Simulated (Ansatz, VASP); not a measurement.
# One calculation of CdP, two programs

```
Cd P
1.0
     2.08474   -5.28960    0.00000
     2.08474    5.28960    0.00000
     0.00000    0.00000    4.03782
Cd P
2 2
Direct
  0.86200 0.13800 0.75000
  0.13800 0.86200 0.25000
  0.58300 0.41700 0.75000
  0.41700 0.58300 0.25000
```

Alike in both runs: task relaxation of cell and atoms; functional PBE; k mesh 4 × 4 × 4; occupations gaussian, width 0.1 eV; no spin polarisation.

|  | VASP | Ansatz |
| --- | --- | --- |
| version | VASP 6.6.1 | Ansatz 0.2.0 |
| potentials or method | VASP PAW PBE potentials, release 64 (Cd, P), cutoff 600 eV | scalar-relativistic, plane waves, PAW |
| valence electrons in the cell | 34 | 50 |

|  | VASP | Ansatz | Ansatz less VASP |
| --- | --- | --- | --- |
| gap on the k mesh at the Fermi level, each at its own relaxed structure (eV) | none | none | - |
| relaxed volume (Å³/atom) | 21.31 | 20.83 | -0.476 |
| relaxed length of the cell vector where the two differ most in proportion (Å) | 7.473 | 6.144 | -1.3291 |

A gap of «none» marks a metal or a gap that the smearing closes. One of these differences is far larger than is usual between the two programs; its cause wasn't traced. VASP's potentials hold 34 valence electrons a cell and Ansatz's 50, so a difference there can come from the potentials and not from the codes.

The k mesh is coarse, so the values compare programs but aren't converged.
